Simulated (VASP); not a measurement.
Crystal: TiO2.

```
CELL_PARAMETERS angstrom
4.53767 0.00000 0.00000
0.00000 4.53767 0.00000
0.00000 0.00000 2.91922
ATOMIC_POSITIONS crystal
Ti 0.00000 0.00000 0.50000
Ti 0.50000 0.50000 0.00000
O 0.30432 0.30432 0.50000
O 0.19568 0.80432 0.00000
O 0.80432 0.19568 0.00000
O 0.69568 0.69568 0.50000
```

Base run:

- Program: VASP 6.6.1
- Functional: LDA
- Potentials or basis: VASP PAW LDA potentials, release 64 (Ti_sv, O)
- Cutoff: 520 eV
- k mesh: 6 × 6 × 9
- Occupations: fermi-dirac, width 0.05 eV
- Spin: no spin polarisation

Its results: band gap on the k mesh 1.85 eV; pressure 2.3 GPa; largest force 0.104 eV/Å.

The run is repeated on the same cell with these changes: functional from LDA to PBE; potentials or basis from VASP PAW LDA potentials, release 64 (Ti_sv, O) to VASP PAW PBE potentials, release 64 (Ti_sv, O). What comes out?

Band gap on the k mesh 1.94 eV; pressure 15.9 GPa; largest force 0.224 eV/Å.

Caveats: an odd mesh through Γ misses points on the zone boundary, where band edges can lie; the cell stands under pressure (at least some runs).
